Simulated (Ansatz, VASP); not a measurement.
# One calculation of Al, two programs

```
Al
1.0
    -3.17728    2.78423    1.32059
     2.78423   -3.17728    1.32059
     2.30932    2.30932   -2.04045
Al
2
Direct
  0.98955 0.01045 0.00000
  0.76045 0.23955 0.50000
```

Alike in both runs: task single point; functional revPBE; k mesh 18 × 18 × 12; occupations fermi-dirac, width 0.1 eV; no spin polarisation.

|  | VASP | Ansatz |
| --- | --- | --- |
| version | VASP 6.6.1 | Ansatz 0.2.0 |
| potentials or method | VASP PAW PBE potentials, release 64 (Al), cutoff 520 eV | plane waves (420 eV) with PAW, scalar-relativistic |
| valence electrons in the cell | 6 | 6 |

VASP gave:

```
pressure (GPa)                                                : 11.4
traceless stress, the component that is largest in VASP (GPa) : -0.40
```

Question: Which values does Ansatz return?

Answer: Pressure (GPa): 11.6; traceless stress, the component that is largest in VASP (GPa): -0.41.

VASP's potentials were made for PBE, not for revPBE.
